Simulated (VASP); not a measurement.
Cs:

```
CELL_PARAMETERS angstrom
7.40506 0.00000 0.00000
-3.70253 6.41297 0.00000
0.00000 0.00000 5.84017
ATOMIC_POSITIONS crystal
Cs 0.33333 0.66667 0.00000
Cs 0.66667 0.33333 0.00000
```

The cell was built from a structure type or drawn by symmetry, and may not be a known phase.

| Quantity | Value |
| --- | --- |
| Program | VASP 6.6.1 |
| Task | relaxation of cell and atoms |
| Functional | PBE |
| Potentials or basis | VASP PAW PBE potentials, release 64 (Cs_sv) |
| Cutoff | 600 eV |
| k mesh | 3 × 3 × 4 |
| Occupations | gaussian, width 0.1 eV |
| Spin | no spin polarisation |

At the start: pressure 0.4 GPa; volume 138.67 Å³/atom.

**Question.** Where does the relaxation end?

**Answer.** Over 10 steps the energy falls by 152.2 meV/atom and the volume is 179.48 Å³/atom (+29.4 %); space group P6/mmm (No. 191, to 0.1 Å) before and after.

Step by step:
```tsv
step	energy change (eV)	largest force (eV/Å)	pressure (GPa)	volume (Å³)
1	0.0000	0.0000	0.39	277.34
2	-0.0790	0.0000	0.30	291.04
3	-0.2309	0.0000	0.04	332.52
4	-0.2773	0.0000	-0.11	415.41
5	-0.2902	0.0000	-0.09	388.32
6	-0.2900	0.0000	-0.09	385.19
7	-0.3002	0.0000	-0.06	373.82
8	-0.3034	0.0000	-0.03	365.10
9	-0.3035	0.0000	-0.03	363.59
10	-0.3044	0.0000	-0.02	358.97
```

Final structure:
```
Cs
1.0
     9.12123    0.00000    0.00000
    -4.56062    7.89922    0.00000
     0.00000    0.00000    4.98215
Cs
2
Cartesian
  0.0000 5.2661 0.0000
  4.5606 2.6331 0.0000
```

Caveat: the volume moved by over 15 % at a fixed basis, so the end points are rough.
